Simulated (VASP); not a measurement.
# Al in VASP: notebook

The runs below take Al through relaxation of the atoms, with PBE.

Everything below comes from runs of VASP 6.6.1. Logs are shortened: lines on timing, memory, paths and dates and some standing lists are left out, and cuts for length are marked.

## 1. The cell of the first run

The cell holds a slab with vacuum, 17 atoms: a = 5.714 Å, b = 8.080 Å, c = 19.743 Å, α = 90.00°, β = 90.00°, γ = 90.00°.

## 2. Relaxation of the atoms, PBE

INCAR reads:

```
  PREC = Accurate
  ENCUT = 520
  EDIFF = 1E-6
  ISMEAR = 0
  SIGMA = 0.1
  LREAL = Auto
  LASPH = T
  NELM = 100
  ALGO = Fast
  ISIF = 2
  LWAVE = F
  LCHARG = F
  LDIPOL = T
  IDIPOL = 3
  DIPOL = 0.5 0.5 0.325
  GGA = PE
  IBRION = 2
  NSW = 36
  EDIFFG = -0.025
  KPAR = 4
```

KPOINTS reads:

```
regular mesh
0
Gamma
  5 4 1
```

POSCAR reads:

```
Al
1.0
    5.7135165838      0.0000000000      0.0000000000
    0.0000000000      8.0801326416      0.0000000000
    0.0000000000      0.0000000000     19.7432786844
Al
17
Selective dynamics
Direct
    0.2500000000      0.2500000000      0.2026005946  F F F
    0.2500000000      0.7500000000      0.2026005946  F F F
    0.7500000000      0.2500000000      0.2026005946  F F F
    0.7500000000      0.7500000000      0.2026005946  F F F
    0.0000000000      0.0000000000      0.2749482107  F F F
    0.0000000000      0.5000000000      0.2749482107  F F F
    0.5000000000      0.0000000000      0.2749482107  F F F
    0.5000000000      0.5000000000      0.2749482107  F F F
    0.2500000000      0.2500000000      0.3495466410  F F F
    0.2500000000      0.7500000000      0.3495466410  F F F
    0.7500000000      0.2500000000      0.3495466410  F F F
    0.7500000000      0.7500000000      0.3495466410  F F F
    0.0000000000      0.0000000000      0.4175232906  F F F
    0.0000000000      0.5000000000      0.4175232906  F F F
    0.5000000000      0.0000000000      0.4175232906  F F F
    0.5000000000      0.5000000000      0.4175232906  F F F
    0.0833333333      0.0000000000      0.5491886924  F F T
```

Potentials or basis: VASP PAW PBE potentials, release 64 (Al).

Started as:

```console
cat potpaw_PBE.64/Al/POTCAR > POTCAR
mpirun -np 4 vasp_std > vasp.out
```

OUTCAR:

```text
PREC = Accurate
   ENCUT = 520
   EDIFF = 1E-6
   ISMEAR = 0
   LREAL = Auto
   LASPH = T
   NELM = 100
   ISIF = 2
   GGA = PE
   IBRION = 2
   NSW = 36
   EDIFFG = -0.025

 ion  position               nearest neighbor table
   1  0.250  0.250  0.203-   3 2.86   3 2.86   6 2.86   7 2.86   8 2.86   5 2.86   9 2.90
   2  0.250  0.750  0.203-   4 2.86   4 2.86   6 2.86   7 2.86   8 2.86   5 2.86  10 2.90
   3  0.750  0.250  0.203-   1 2.86   1 2.86   6 2.86   7 2.86   8 2.86   5 2.86  11 2.90
   4  0.750  0.750  0.203-   2 2.86   2 2.86   6 2.86   7 2.86   8 2.86   5 2.86  12 2.90
   5  0.000  0.000  0.275-  13 2.81   7 2.86   7 2.86   4 2.86   1 2.86   2 2.86   3 2.86  11 2.88
                            12 2.88   9 2.88  10 2.88
   6  0.000  0.500  0.275-  14 2.81   8 2.86   8 2.86   4 2.86   1 2.86   2 2.86   3 2.86  11 2.88
                            12 2.88   9 2.88  10 2.88
   7  0.500  0.000  0.275-  15 2.81   5 2.86   5 2.86   4 2.86   1 2.86   2 2.86   3 2.86  11 2.88
                            12 2.88   9 2.88  10 2.88
   8  0.500  0.500  0.275-  16 2.81   6 2.86   6 2.86   4 2.86   1 2.86   2 2.86   3 2.86  11 2.88
                            12 2.88   9 2.88  10 2.88
   9  0.250  0.250  0.350-  13 2.81  14 2.81  15 2.81  16 2.81  11 2.86  11 2.86   7 2.88   8 2.88
                             5 2.88   6 2.88   1 2.90
  10  0.250  0.750  0.350-  13 2.81  14 2.81  15 2.81  16 2.81  12 2.86  12 2.86   7 2.88   8 2.88
                             5 2.88   6 2.88   2 2.90
  11  0.750  0.250  0.350-  13 2.81  14 2.81  15 2.81  16 2.81   9 2.86   9 2.86   7 2.88   8 2.88
[... 5 lines left out ...]
  14  0.000  0.500  0.418-   9 2.81  10 2.81  11 2.81  12 2.81   6 2.81  16 2.86  16 2.86
  15  0.500  0.000  0.418-   9 2.81  10 2.81  11 2.81  12 2.81   7 2.81  13 2.86  13 2.86
  16  0.500  0.500  0.418-   9 2.81  10 2.81  11 2.81  12 2.81   8 2.81  14 2.86  14 2.86
  17  0.083  0.000  0.549-  13 2.64

  LATTYP: Found a simple orthorhombic cell.
 ALAT       =     5.7135165838
 B/A-ratio  =     1.4142135624
 C/A-ratio  =     3.4555388778

  Lattice vectors:

 A1 = (   5.7135165838,   0.0000000000,   0.0000000000)
 A2 = (   0.0000000000,   8.0801326416,   0.0000000000)
 A3 = (   0.0000000000,   0.0000000000,  19.7432786844)

Analysis of symmetry for initial positions (statically):
=====================================================================
 Subroutine PRICEL returns:
 Original cell was already a primitive cell.

 Routine SETGRP: Setting up the symmetry group for a
 simple orthorhombic supercell.

 Subroutine GETGRP returns: Found  2 space group operations
 (whereof  2 operations were pure point group operations)
 out of a pool of  8 trial point group operations.

The static configuration has the point symmetry C_1h.

Analysis of symmetry for dynamics (positions and initial velocities):
=====================================================================
 Subroutine PRICEL returns:
 Original cell was already a primitive cell.

 Routine SETGRP: Setting up the symmetry group for a
 simple orthorhombic supercell.

 Subroutine GETGRP returns: Found  2 space group operations
 (whereof  2 operations were pure point group operations)
 out of a pool of  8 trial point group operations.

The dynamic configuration has the point symmetry C_1h.

Analysis of constrained symmetry for selective dynamics:
=====================================================================
 Subroutine PRICEL returns:
 Original cell was already a primitive cell.

 Routine SETGRP: Setting up the symmetry group for a
 simple orthorhombic supercell.

 Subroutine GETGRP returns: Found  2 space group operations
 (whereof  2 operations were pure point group operations)
 out of a pool of  8 trial point group operations.

The constrained configuration has the point symmetry C_1h.

 Subroutine INISYM returns: Found  2 space group operations
 (whereof  2 operations are pure point group operations),
 and found     1 'primitive' translations

----------------------------------------------------------------------------------------

                                     Primitive cell

  volume of cell :     911.4676

  direct lattice vectors                    reciprocal lattice vectors
     5.713516584  0.000000000  0.000000000     0.175023558  0.000000000  0.000000000
     0.000000000  8.080132642  0.000000000     0.000000000  0.123760345  0.000000000
     0.000000000  0.000000000 19.743278684     0.000000000  0.000000000  0.050650149

  length of vectors
     5.713516584  8.080132642 19.743278684     0.175023558  0.123760345  0.050650149

  position of ions in fractional coordinates (direct lattice)
     0.250000000  0.250000000  0.202600595
     0.250000000  0.750000000  0.202600595
     0.750000000  0.250000000  0.202600595
     0.750000000  0.750000000  0.202600595
     0.000000000  0.000000000  0.274948211
     0.000000000  0.500000000  0.274948211
[... 9 lines left out ...]
     0.500000000  0.500000000  0.417523291
     0.083333333  0.000000000  0.549188692

  ion indices of the primitive-cell ions
   primitive index   ion index
                 1           1
                 2           2
                 3           3
                 4           4
                 5           5
                 6           6
[... 9 lines left out ...]
                16          16
                17          17

----------------------------------------------------------------------------------------

 KPOINTS: regular mesh

Automatic generation of k-mesh.
 Grid dimensions read from file:
 generate k-points for:    5    4    1

 Generating k-lattice:

  Cartesian coordinates                     Fractional coordinates (reciprocal lattice)
     0.035004712  0.000000000  0.000000000     0.200000000  0.000000000  0.000000000
     0.000000000  0.030940086  0.000000000     0.000000000  0.250000000  0.000000000
     0.000000000  0.000000000  0.050650149     0.000000000  0.000000000  1.000000000

  Length of vectors
     0.035004712  0.030940086  0.050650149

  Shift w.r.t. Gamma in fractional coordinates (k-lattice)
     0.000000000  0.000000000  0.000000000

 Subroutine IBZKPT returns following result:
 ===========================================

 Found      9 irreducible k-points:

 Following reciprocal coordinates:
            Coordinates               Weight
  0.000000  0.000000  0.000000      1.000000
  0.200000  0.000000  0.000000      2.000000
  0.400000  0.000000  0.000000      2.000000
  0.000000  0.250000  0.000000      2.000000
  0.200000  0.250000  0.000000      4.000000
  0.400000  0.250000  0.000000      4.000000
  0.000000  0.500000  0.000000      1.000000
  0.200000  0.500000  0.000000      2.000000
  0.400000  0.500000  0.000000      2.000000
   k-points           NKPTS =      9   k-points in BZ     NKDIM =      9   number of bands    NBANDS=     34
   number of dos      NEDOS =    301   number of ions     NIONS =     17
   total plane-waves  NPLWV = 378000
   dimension x,y,z NGX =    42 NGY =   60 NGZ =  150
   dimension x,y,z NGXF=    84 NGYF=  120 NGZF=  300
   ions per type =              17
   NGX,Y,Z   is equivalent  to a cutoff of  12.22, 12.34, 12.63 a.u.
   NGXF,Y,Z  is equivalent  to a cutoff of  24.44, 24.69, 25.26 a.u.
 SYSTEM =  unknown system
   PREC   = accura    normal or accurate (medium, high low for compatibility)
   ISTART =      0    job   : 0-new  1-cont  2-samecut
   ICHARG =      2    charge: 1-file 2-atom 10-const
   ISPIN  =      1    spin polarized calculation?
   LNONCOLLINEAR =      F non collinear calculations
   LSORBIT =      F    spin-orbit coupling
   LASPH  =      T    aspherical Exc in radial PAW
   ENCUT  =  520.0 eV  38.22 Ry    6.18 a.u.  10.62 15.02 36.71*2*pi/ulx,y,z
   NELM   =    100;   NELMIN=  2; NELMDL= -5     # of ELM steps
   EDIFF  = 0.1E-05   stopping-criterion for ELM
   LREAL  =      T    real-space projection
   EDIFFG = -.3E-01   stopping-criterion for IOM
   NSW    =     36    number of steps for IOM
   IBRION =      2    ionic relax: 0-MD 1-quasi-New 2-CG
   NFREE  =      1    steps in history (QN), initial steepest desc. (CG)
   ISIF   =      2    stress and relaxation
   ISYM   =      2    0-nonsym 1-usesym 2-fastsym
   POTIM  = 0.5000    time-step for ionic-motion
   TEBEG  =    0.0;   TEEND  =   0.0 temperature during run
   PSTRESS=    0.0 pullay stress
   NELECT =      51.0000    total number of electrons
   NUPDOWN=      -1.0000    fix difference up-down
   EMIN   =  10.00;   EMAX   =-10.00  energy-range for DOS
   EFERMI =   0.00;   METHOD = LEGACY
   ISMEAR =     0;   SIGMA  =   0.10  broadening in eV -4-tet -1-fermi 0-gaus
   EFERMI_NEDOS =   21; number of points for ismear=-14 and -15
   IALGO  =     68    algorithm
   IMIX   =      4    mixing-type and parameters
     AMIX     =   0.40;   BMIX     =  1.00
     AMIX_MAG =   1.60;   BMIX_MAG =  1.00
  volume/ion in A,a.u.               =      53.62       361.82
  Fermi-wavevector in a.u.,A,eV,Ry     =   0.626159  1.183269  5.334502  0.392075
  Thomas-Fermi vector in A             =   1.687315
   LORBIT       =      0    0 simple, 1 ext, 2 COOP (PROOUT), +10 PAW based schemes
   GGA     = PE    functional components
   LHFCALC =     F    Hartree Fock is set to
   AEXX    =    0.0000 exact exchange contribution
   IVDW    =     0    specifies the selected vdW correction
   LEPSILON=     F    determine dielectric tensor
   LRPA    =     F    only Hartree local field effects (RPA)
 conjugate gradient relaxation of ions
 non-spin polarized calculation
 RMM-DIIS sequential band-by-band and
 Gauss-broadening in eV      SIGMA  =   0.10
  energy-cutoff  :      520.00
  volume of cell :      911.47
 maximum number of plane-waves:     24626
   NGX = 21   NGY = 31   NGZ = 73

 dipolmoment           0.000000      0.000000      0.021815 electrons x Angstroem

--------------------------------------- Ionic step        1  -------------------------------------------

 number of electron      50.9999999 magnetization

 Free energy of the ion-electron system (eV)
  ---------------------------------------------------
  ext. energy  EPLUGINS =         0.00000000
  ---------------------------------------------------
  free energy    TOTEN  =       -56.80946341 eV

  energy without entropy =      -56.76512983  energy(sigma->0) =      -56.78729662

------------------------ aborting loop because EDIFF is reached ----------------------------------------

  FORCE on cell =-STRESS in cart. coord.  units (eV):
  Direction    XX          YY          ZZ          XY          YZ          ZX
  --------------------------------------------------------------------------------------
  -------------------------------------------------------------------------------------
  Total      -10.3884045     -4.1937822     -1.1503044      0.0000000      0.0000000      0.9067466
  in kB      -18.2607316     -7.3718280     -2.0220045      0.0000000      0.0000000      1.5938787
  external PRESSURE =      -9.2181880 kB  Pullay stress =       0.0000000 kB
[... 89 lines left out ...]
--------------------------------------- Ionic step        3  -------------------------------------------

 number of electron      50.9999999 magnetization

 dipolmoment           0.000000      0.000000     -0.041473 electrons x Angstroem

 Free energy of the ion-electron system (eV)
  ---------------------------------------------------
  ext. energy  EPLUGINS =         0.00000000
  ---------------------------------------------------
  free energy    TOTEN  =       -56.81010615 eV

  energy without entropy =      -56.76542898  energy(sigma->0) =      -56.78776756

 E-fermi :  -0.2350     XC(G=0):  -4.3833

 val. band max:       -0.2707689153   @ k =   0.4000   0.0000   0.0000
 cond. band min:      -0.2016683549   @ k =   0.2000   0.0000   0.0000
 fundamental gap:      0.0691005604
 Fermi energy:        -0.2349747928

 k-point     1 :       0.0000    0.0000    0.0000
  band No.  band energies     occupation
      1     -10.4568      2.00000
      2      -8.2924      2.00000
      3      -8.1961      2.00000
      4      -8.0566      2.00000
      5      -6.0866      2.00000
      6      -6.0052      2.00000
[... 322 lines left out ...]
     33       1.3467      0.00000
     34       1.7027      0.00000

------------------------ aborting loop because EDIFF is reached ----------------------------------------

 vacuum level on the upper side and lower side of the slab       (xc-potential included)        -0.308        -0.099

  FORCE on cell =-STRESS in cart. coord.  units (eV):
  Direction    XX          YY          ZZ          XY          YZ          ZX
  --------------------------------------------------------------------------------------
  -------------------------------------------------------------------------------------
  Total      -10.3912260     -4.1921613     -0.9966145      0.0000000      0.0000000      0.9425349
  in kB      -18.2656913     -7.3689789     -1.7518484      0.0000000      0.0000000      1.6567873
  external PRESSURE =      -9.1288395 kB  Pullay stress =       0.0000000 kB
[... 32 lines left out ...]
  FREE ENERGIE OF THE ION-ELECTRON SYSTEM (eV)
  ---------------------------------------------------
  free  energy   TOTEN  =       -56.8101061461 eV

  energy  without entropy=      -56.7654289778  energy(sigma->0) =      -56.78776756

 reached required accuracy - stopping structural energy minimisation

 vacuum level on the upper side and lower side of the slab         3.501         3.716
```

Wall time 8.2 min (4 MPI ranks of Oxide Virtual Turin-like, shared host); peak memory 0.91 GiB.

What came out:

```yaml
Free_energy: -56.8101 eV
Energy_gained_by_relaxing: 0.0 meV/atom
Ionic_steps: 3
Band_gap_on_the_k_mesh: zero (an odd number of electrons rules out a gap without spin polarisation)
```

The path:
| step | energy change (eV) | largest force on free atoms (eV/Å) | pressure (GPa) |
| --- | --- | --- | --- |
| 1 | 0.0000 | 0.0744 | -0.92 |
| 2 | -0.0002 | 0.0592 | -0.92 |
| 3 | -0.0006 | 0.0155 | -0.91 |

Final structure:
```cif
data_structure
_symmetry_space_group_name_H-M 'P 1'
_symmetry_Int_Tables_number 1
_cell_length_a 5.7135
_cell_length_b 8.0801
_cell_length_c 19.7433
_cell_angle_alpha 90.000
_cell_angle_beta 90.000
_cell_angle_gamma 90.000
_cell_volume 911.47
loop_
_atom_site_label
_atom_site_type_symbol
_atom_site_fract_x
_atom_site_fract_y
_atom_site_fract_z
_atom_site_occupancy
Al1 Al 0.25000 0.25000 0.20260 1
Al2 Al 0.25000 0.75000 0.20260 1
Al3 Al 0.75000 0.25000 0.20260 1
Al4 Al 0.75000 0.75000 0.20260 1
Al5 Al 0.00000 0.00000 0.27495 1
Al6 Al 0.00000 0.50000 0.27495 1
Al7 Al 0.50000 0.00000 0.27495 1
Al8 Al 0.50000 0.50000 0.27495 1
Al9 Al 0.25000 0.25000 0.34955 1
Al10 Al 0.25000 0.75000 0.34955 1
Al11 Al 0.75000 0.25000 0.34955 1
Al12 Al 0.75000 0.75000 0.34955 1
Al13 Al 0.00000 0.00000 0.41752 1
Al14 Al 0.00000 0.50000 0.41752 1
Al15 Al 0.50000 0.00000 0.41752 1
Al16 Al 0.50000 0.50000 0.41752 1
Al17 Al 0.08333 0.00000 0.54846 1
```

Levels at points of the mesh, in eV from the Fermi level:
```
           k point  band 22  band 23  band 24  band 25  band 26  band 27  band 28  band 29  band 30  band 31
(0.00, 0.00, 0.00)    -1.23    -0.83    -0.81    -0.52    -0.35    -0.21     0.18     0.60     0.81     1.22
(0.00, 0.50, 0.00)    -0.93    -0.93    -0.86    -0.85    -0.22     0.07     0.21     0.25     0.56     1.20
```

## 3. Relaxation of the atoms, PBE

INCAR reads:

```
PREC = Accurate
ENCUT = 520
EDIFF = 1E-6
ISMEAR = 0
SIGMA = 0.1
LREAL = Auto
LASPH = True
NELM = 80
ALGO = Fast
ISIF = 2
LWAVE = False
LCHARG = False
LDIPOL = True
IDIPOL = 3
DIPOL = 0.5 0.5 0.325
GGA = PE
IBRION = 2
NSW = 36
EDIFFG = -0.025
KPAR = 4
```

KPOINTS is that of step 2.

POSCAR, as its differences from that of step 2:

```diff
@@ -25,2 +25,2 @@
     0.5000000000      0.5000000000      0.4175232906  F F F
-    0.0833333333      0.0000000000      0.5491886924  F F T
+    0.1666666667      0.0000000000      0.5420976716  F F T
```

Potentials or basis: VASP PAW PBE potentials, release 64 (Al).

Started as:

```console
cat potpaw_PBE.64/Al/POTCAR > POTCAR
mpirun -np 4 vasp_std > vasp.out
```

Wall time 11 min (4 MPI ranks of Oxide Virtual Turin-like, shared host); peak memory 0.9 GiB.

It converged, with:

```
Free energy               : -57.0110 eV
Energy gained by relaxing : 0.1 meV/atom
Ionic steps               : 5
Band gap on the k mesh    : zero (an odd number of electrons rules out a gap without spin polarisation)
```

Step by step:
| step | energy change (eV) | largest force on free atoms (eV/Å) | pressure (GPa) |
| --- | --- | --- | --- |
| 1 | 0.0000 | 0.1334 | -0.91 |
| 2 | -0.0008 | 0.1104 | -0.91 |
| 3 | -0.0023 | 0.0417 | -0.90 |
| 4 | -0.0009 | 0.1170 | -0.87 |
| 5 | -0.0025 | 0.0006 | -0.89 |

Final structure:
```yaml
crystal:
  lattice:
    - [5.71352, 0.00000, 0.00000]
    - [0.00000, 8.08013, 0.00000]
    - [0.00000, 0.00000, 19.74328]
  atoms:
    - { symbol: Al, position: [0.25000, 0.25000, 0.20260] }
    - { symbol: Al, position: [0.25000, 0.75000, 0.20260] }
    - { symbol: Al, position: [0.75000, 0.25000, 0.20260] }
    - { symbol: Al, position: [0.75000, 0.75000, 0.20260] }
    - { symbol: Al, position: [0.00000, 0.00000, 0.27495] }
    - { symbol: Al, position: [0.00000, 0.50000, 0.27495] }
    - { symbol: Al, position: [0.50000, 0.00000, 0.27495] }
    - { symbol: Al, position: [0.50000, 0.50000, 0.27495] }
    - { symbol: Al, position: [0.25000, 0.25000, 0.34955] }
    - { symbol: Al, position: [0.25000, 0.75000, 0.34955] }
    - { symbol: Al, position: [0.75000, 0.25000, 0.34955] }
    - { symbol: Al, position: [0.75000, 0.75000, 0.34955] }
    - { symbol: Al, position: [0.00000, 0.00000, 0.41752] }
    - { symbol: Al, position: [0.00000, 0.50000, 0.41752] }
    - { symbol: Al, position: [0.50000, 0.00000, 0.41752] }
    - { symbol: Al, position: [0.50000, 0.50000, 0.41752] }
    - { symbol: Al, position: [0.16667, 0.00000, 0.54028] }
```

Levels at points of the mesh, in eV from the Fermi level:
```csv
k point,band 23,band 24,band 25,band 26,band 27,band 28,band 29,band 30
"(0.00, 0.00, 0.00)",-0.90,-0.82,-0.50,-0.42,-0.20,0.18,0.65,0.92
"(0.00, 0.50, 0.00)",-0.85,-0.85,-0.81,-0.41,0.09,0.24,0.26,0.57
```

The gap in the log of VASP goes by the Fermi energy; the results here count the filled bands.